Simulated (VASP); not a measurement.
# Ga (P6_3/mmc) in VASP: single point with PBE

Aim: the single point of Ga with PBE.

All numbers are computed with VASP 6.6.1; they aren't measurements. Logs are shortened: lines on timing, memory, paths and dates and some standing lists are left out, and cuts for length are marked.

**1. The cell of the first run**

The structure is hexagonal, space group P6_3/mmc (No. 194). Conventional cell: a = 3.015 Å, b = 3.015 Å, c = 4.854 Å, α = 90.00°, β = 90.00°, γ = 120.00°. Ga (site symmetry -6m2) has 12 Ga at 2.99 to 3.01 Å within 3.9 Å.

This isn't the form of Ga at room conditions, which is orthorhombic.

**2. Single point, PBE**

Input file INCAR:

```
SYSTEM = Ga
ALGO = Fast
EDIFF = 1E-6
ENCUT = 520
GGA = PE
ISIF = 2
ISMEAR = 0
LASPH = .TRUE.
LCHARG = .TRUE.
LELF = .TRUE.
LREAL = .FALSE.
LVHAR = .TRUE.
LWAVE = .FALSE.
NBANDS = 20
NELM = 80
PREC = Accurate
SIGMA = 0.1
```

Input file KPOINTS:

```
k-points
0
G
  15 15 10
  0 0 0
```

Input file POSCAR:

```
Ga
1.0
    3.0145501510      0.0000000000      0.0000000000
   -1.5072750755      2.6106770117      0.0000000000
    0.0000000000      0.0000000000      4.8539504206
Ga
2
Direct
    0.3333333333      0.6666666667      0.2500000000
    0.6666666667      0.3333333333      0.7500000000
```

Potentials or basis: VASP PAW PBE potentials, release 64 (Ga_d).

On the command line:

```bash
> cat potpaw_PBE.64/Ga_d/POTCAR > POTCAR
> mpirun -np 1 vasp_std > vasp.out
```

OUTCAR:

```text
SYSTEM = Ga
   EDIFF = 1E-6
   ENCUT = 520
   GGA = PE
   ISIF = 2
   ISMEAR = 0
   LASPH = .TRUE.
   LREAL = .FALSE.
   NELM = 80
   PREC = Accurate

 ion  position               nearest neighbor table
   1  0.333  0.667  0.250-
   2  0.667  0.333  0.750-

  LATTYP: Found a hexagonal cell.
 ALAT       =     3.0145501510
 C/A-ratio  =     1.6101740484

  Lattice vectors:

 A1 = (   3.0145501510,   0.0000000000,   0.0000000000)
 A2 = (  -1.5072750755,   2.6106770117,   0.0000000000)
 A3 = (   0.0000000000,   0.0000000000,   4.8539504206)

Analysis of symmetry for initial positions (statically):
=====================================================================
 Subroutine PRICEL returns:
 Original cell was already a primitive cell.

 Routine SETGRP: Setting up the symmetry group for a
 hexagonal supercell.

 Subroutine GETGRP returns: Found 24 space group operations
 (whereof 12 operations were pure point group operations)
 out of a pool of 24 trial point group operations.

The static configuration has the point symmetry D_3d.
 The point group associated with its full space group is D_6h.

Analysis of symmetry for dynamics (positions and initial velocities):
=====================================================================
 Subroutine PRICEL returns:
 Original cell was already a primitive cell.

 Routine SETGRP: Setting up the symmetry group for a
 hexagonal supercell.

 Subroutine GETGRP returns: Found 24 space group operations
 (whereof 12 operations were pure point group operations)
 out of a pool of 24 trial point group operations.

The dynamic configuration has the point symmetry D_3d.
 The point group associated with its full space group is D_6h.

 Subroutine INISYM returns: Found 24 space group operations
 (whereof 12 operations are pure point group operations),
 and found     1 'primitive' translations

----------------------------------------------------------------------------------------

                                     Primitive cell

  volume of cell :      38.2007

  direct lattice vectors                    reciprocal lattice vectors
     3.014550151  0.000000000  0.000000000     0.331724453  0.191521202  0.000000000
    -1.507275075  2.610677012  0.000000000     0.000000000  0.383042405  0.000000000
     0.000000000  0.000000000  4.853950421     0.000000000  0.000000000  0.206017761

  length of vectors
     3.014550151  3.014550151  4.853950421     0.383042405  0.383042405  0.206017761

  position of ions in fractional coordinates (direct lattice)
     0.333333333  0.666666667  0.250000000
     0.666666667  0.333333333  0.750000000

  ion indices of the primitive-cell ions
   primitive index   ion index
                 1           1
                 2           2

----------------------------------------------------------------------------------------

 KPOINTS: k-points

Automatic generation of k-mesh.
 Grid dimensions read from file:
 generate k-points for:   15   15   10

 Generating k-lattice:

  Cartesian coordinates                     Fractional coordinates (reciprocal lattice)
     0.022114964  0.012768080  0.000000000     0.066666667  0.000000000  0.000000000
     0.000000000  0.025536160  0.000000000     0.000000000  0.066666667  0.000000000
     0.000000000  0.000000000  0.020601776     0.000000000  0.000000000  0.100000000

  Length of vectors
     0.025536160  0.025536160  0.020601776

  Shift w.r.t. Gamma in fractional coordinates (k-lattice)
     0.000000000  0.000000000  0.000000000

 Subroutine IBZKPT returns following result:
 ===========================================

 Found    162 irreducible k-points:

 Following reciprocal coordinates:
            Coordinates               Weight
  0.000000  0.000000  0.000000      1.000000
  0.066667  0.000000  0.000000      6.000000
  0.133333 -0.000000  0.000000      6.000000
  0.200000  0.000000  0.000000      6.000000
  0.266667 -0.000000  0.000000      6.000000
  0.333333  0.000000  0.000000      6.000000
[... 16 lines left out ...]
  0.333333  0.200000  0.000000     12.000000
  0.400000  0.200000  0.000000      6.000000
 [... further k-points ...]
   k-points           NKPTS =    162   k-points in BZ     NKDIM =    162   number of bands    NBANDS=     20
   number of dos      NEDOS =    301   number of ions     NIONS =      2
   total plane-waves  NPLWV =  20736
   dimension x,y,z NGX =    24 NGY =   24 NGZ =   36
   dimension x,y,z NGXF=    48 NGYF=   48 NGZF=   72
   ions per type =               2
   NGX,Y,Z   is equivalent  to a cutoff of  13.24, 13.24, 12.33 a.u.
   NGXF,Y,Z  is equivalent  to a cutoff of  26.47, 26.47, 24.66 a.u.
 SYSTEM =  Ga
   PREC   = accura    normal or accurate (medium, high low for compatibility)
   ISTART =      0    job   : 0-new  1-cont  2-samecut
   ICHARG =      2    charge: 1-file 2-atom 10-const
   ISPIN  =      1    spin polarized calculation?
   LNONCOLLINEAR =      F non collinear calculations
   LSORBIT =      F    spin-orbit coupling
   LASPH  =      T    aspherical Exc in radial PAW
   ENCUT  =  520.0 eV  38.22 Ry    6.18 a.u.   5.61  5.61  9.03*2*pi/ulx,y,z
   NELM   =     80;   NELMIN=  2; NELMDL= -5     # of ELM steps
   EDIFF  = 0.1E-05   stopping-criterion for ELM
   LREAL  =      F    real-space projection
   EDIFFG = 0.1E-04   stopping-criterion for IOM
   NSW    =      0    number of steps for IOM
   IBRION =     -1    ionic relax: 0-MD 1-quasi-New 2-CG
   NFREE  =      0    steps in history (QN), initial steepest desc. (CG)
   ISIF   =      2    stress and relaxation
   ISYM   =      2    0-nonsym 1-usesym 2-fastsym
   POTIM  = 0.5000    time-step for ionic-motion
   TEBEG  =    0.0;   TEEND  =   0.0 temperature during run
   PSTRESS=    0.0 pullay stress
   NELECT =      26.0000    total number of electrons
   NUPDOWN=      -1.0000    fix difference up-down
   EMIN   =  10.00;   EMAX   =-10.00  energy-range for DOS
   EFERMI =   0.00;   METHOD = LEGACY
   ISMEAR =     0;   SIGMA  =   0.10  broadening in eV -4-tet -1-fermi 0-gaus
   EFERMI_NEDOS =   21; number of points for ismear=-14 and -15
   IALGO  =     68    algorithm
   IMIX   =      4    mixing-type and parameters
     AMIX     =   0.40;   BMIX     =  1.00
     AMIX_MAG =   1.60;   BMIX_MAG =  1.00
  volume/ion in A,a.u.               =      19.10       128.90
  Fermi-wavevector in a.u.,A,eV,Ry     =   1.440044  2.721288 28.214746  2.073725
  Thomas-Fermi vector in A             =   2.558832
   LORBIT       =      0    0 simple, 1 ext, 2 COOP (PROOUT), +10 PAW based schemes
   GGA     = PE    functional components
   LHFCALC =     F    Hartree Fock is set to
   AEXX    =    0.0000 exact exchange contribution
   IVDW    =     0    specifies the selected vdW correction
   LEPSILON=     F    determine dielectric tensor
   LRPA    =     F    only Hartree local field effects (RPA)
 non-spin polarized calculation
 RMM-DIIS sequential band-by-band and
 Gauss-broadening in eV      SIGMA  =   0.10
  energy-cutoff  :      520.00
  volume of cell :       38.20
 maximum number of plane-waves:      1047
 NGX is ok and might be reduce to    24
   NGX = 11   NGY = 11   NGZ = 19

 number of electron      26.0000018 magnetization

 Free energy of the ion-electron system (eV)
  ---------------------------------------------------
  ext. energy  EPLUGINS =         0.00000000
  ---------------------------------------------------
  free energy    TOTEN  =        -5.76294539 eV

  energy without entropy =       -5.75935270  energy(sigma->0) =       -5.76114904

 E-fermi :   5.4718     XC(G=0): -10.9593

 val. band max:        5.4330900185   @ k =   0.2667   0.1333   0.3000
 cond. band min:       5.4945086602   @ k =   0.2667   0.2667   0.0000
 fundamental gap:      0.0614186417
 Fermi energy:         5.4718117028

 k-point     1 :       0.0000    0.0000    0.0000
  band No.  band energies     occupation
      1      -9.5121      2.00000
      2      -9.4338      2.00000
      3      -9.4233      2.00000
      4      -9.4233      2.00000
      5      -9.4009      2.00000
      6      -9.4009      2.00000
[... 12 lines left out ...]
     19      19.0024      0.00000
     20      19.3992      0.00000

 k-point     2 :       0.0667    0.0000    0.0000
  band No.  band energies     occupation
      1      -9.5068      2.00000
      2      -9.4419      2.00000
      3      -9.4150      2.00000
      4      -9.4133      2.00000
      5      -9.4010      2.00000
      6      -9.3933      2.00000
[... 12 lines left out ...]
     19      19.2500      0.00000
     20      19.7831      0.00000

 k-point     3 :       0.1333   -0.0000    0.0000
  band No.  band energies     occupation
      1      -9.4997      2.00000
      2      -9.4485      2.00000
      3      -9.4066      2.00000
      4      -9.3915      2.00000
      5      -9.3890      2.00000
      6      -9.3882      2.00000
[... 12 lines left out ...]
     19      17.6202      0.00000
     20      20.5465      0.00000

 k-point     4 :       0.2000    0.0000    0.0000
  band No.  band energies     occupation
      1      -9.5104      2.00000
      2      -9.4407      2.00000
      3      -9.4120      2.00000
      4      -9.4073      2.00000
      5      -9.3967      2.00000
      6      -9.3599      2.00000
[... 12 lines left out ...]
     19      17.0094      0.00000
     20      19.7191      0.00000

 k-point     5 :       0.2667   -0.0000    0.0000
  band No.  band energies     occupation
      1      -9.5329      2.00000
      2      -9.4429      2.00000
      3      -9.4418      2.00000
      4      -9.4116      2.00000
      5      -9.3923      2.00000
      6      -9.3251      2.00000
[... 12 lines left out ...]
     19      16.3890      0.00000
     20      19.1967      0.00000
[... 353 lines left out ...]
      6      -9.3322      2.00000
[... 12 lines left out ...]
     19      15.0651      0.00000
     20      19.7482      0.00000

 k-point    22 :       0.2667    0.2000    0.0000
  band No.  band energies     occupation
      1      -9.5075      2.00000
      2      -9.4940      2.00000
      3      -9.4524      2.00000
      4      -9.4266      2.00000
      5      -9.3527      2.00000
      6      -9.3484      2.00000
[... 12 lines left out ...]
     19      14.1266      0.00000
     20      19.6727      0.00000

 k-point    23 :       0.3333    0.2000    0.0000
  band No.  band energies     occupation
      1      -9.5250      2.00000
      2      -9.5045      2.00000
      3      -9.4312      2.00000
      4      -9.4245      2.00000
      5      -9.3620      2.00000
      6      -9.3445      2.00000
[... 12 lines left out ...]
     19      13.6557      0.00000
     20      19.4460      0.00000

 k-point    24 :       0.4000    0.2000    0.0000
  band No.  band energies     occupation
      1      -9.5312      2.00000
      2      -9.5082      2.00000
      3      -9.4231      2.00000
      4      -9.4228      2.00000
      5      -9.3677      2.00000
      6      -9.3377      2.00000
[... 12 lines left out ...]
     19      13.5123      0.00000
     20      19.3649      0.00000

 [... further k-points ...]

------------------------ aborting loop because EDIFF is reached ----------------------------------------

  FORCE on cell =-STRESS in cart. coord.  units (eV):
  Direction    XX          YY          ZZ          XY          YZ          ZX
  --------------------------------------------------------------------------------------
  -------------------------------------------------------------------------------------
  Total        0.0119328      0.0119328      0.0059048      0.0000000      0.0000000      0.0000000
  in kB        0.5004761      0.5004761      0.2476527      0.0000000      0.0000000      0.0000000
  external PRESSURE =       0.4162017 kB  Pullay stress =       0.0000000 kB

 VOLUME and BASIS-vectors are now :
 -----------------------------------------------------------------------------
  energy-cutoff  :      520.00
  volume of cell :       38.20
      direct lattice vectors                 reciprocal lattice vectors
     3.014550151  0.000000000  0.000000000     0.331724453  0.191521202  0.000000000
    -1.507275075  2.610677012  0.000000000     0.000000000  0.383042405  0.000000000
     0.000000000  0.000000000  4.853950421     0.000000000  0.000000000  0.206017761

 POSITION                                       TOTAL-FORCE (eV/Angst)
 -----------------------------------------------------------------------------------
     -0.00000      1.74045      1.21349         0.000000      0.000000      0.000000
      1.50728      0.87023      3.64046        -0.000000      0.000000     -0.000000
 -----------------------------------------------------------------------------------
    total drift:                               -0.000000      0.000000      0.000000

  FREE ENERGIE OF THE ION-ELECTRON SYSTEM (eV)
  ---------------------------------------------------
  free  energy   TOTEN  =        -5.7629453890 eV

  energy  without entropy=       -5.7593527010  energy(sigma->0) =       -5.76114904
```

It took 33 s on 1 thread of Intel Xeon 6975P-C (Granite Rapids), shared host; peak memory 0.22 GiB.

What came out:

| Item | Value |
| --- | --- |
| Free energy | -5.7629 eV |
| Pressure | 0.0 GPa |
| Band gap on the k mesh | zero (bands 13 and 14 overlap by 7.42 eV) |

Levels at points of the mesh, in eV from the Fermi level:
```csv
k point,band 11,band 12,band 13,band 14,band 15,band 16
"(0.00, 0.00, 0.00)",-10.98,-4.80,-3.87,9.35,9.35,11.33
"(0.00, 0.00, 0.50)",-9.34,-9.34,3.79,3.79,10.54,10.54
```
